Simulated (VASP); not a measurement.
Write the native input for VASP 6.6.1 that does the following.

```
Task                   : single point
Functional             : PBE
Potentials or basis    : VASP PAW PBE potentials, release 64 (Li_sv, Al, O)
Cutoff                 : 520 eV
k mesh                 : 12 × 12 × 6
Occupations            : gaussian, width 0.1 eV
Spin                   : no spin polarisation
Dipole correction      : no
Further INCAR settings : ALGO = Normal; EDIFF = 1e-07; NBANDS = 21
```

The structure of LiAlO lies in POSCAR:

```
LiAlO
1.0
    3.4408623811      0.0000000000      0.0000000000
    0.0000000000      3.4408623811      0.0000000000
    0.0000000000      0.0000000000      5.9087640504
Li Al O
2 2 2
Direct
    0.5000000000      0.0000000000      0.6096042491
    0.0000000000      0.5000000000      0.3903957509
    0.0000000000      0.0000000000      0.0000000000
    0.5000000000      0.5000000000      0.0000000000
    0.5000000000      0.0000000000      0.2895234400
    0.0000000000      0.5000000000      0.7104765600
```

One way to write it, as run:

INCAR

```
  ALGO = Normal
  EDIFF = 1E-7
  ENCUT = 520
  GGA = PE
  ISIF = 2
  ISMEAR = 0
  LASPH = T
  LCHARG = F
  LREAL = F
  LWAVE = F
  NBANDS = 21
  NELM = 60
  PREC = Accurate
  SIGMA = 0.1
```

KPOINTS

```
k-points
0
Gamma
  12 12 6
```

Potentials or basis: VASP PAW PBE potentials, release 64 (Li_sv, Al, O).

Launch:

```bash
$ cat potpaw_PBE.64/Li_sv/POTCAR potpaw_PBE.64/Al/POTCAR potpaw_PBE.64/O/POTCAR > POTCAR
$ mpirun -np 1 vasp_std > vasp.out
```

Results of the run:

```yaml
Largest_force: 0.014 eV/Å
Band_gap_on_the_k_mesh: zero (band 12 reaches 5.29 eV, above the bottom of band 13 at 4.98 eV)
```

Run time: 65 s on 1 thread of Intel(R) Xeon(R) 6975P-C (Granite Rapids), on a shared host, peak memory 0.27 GiB.
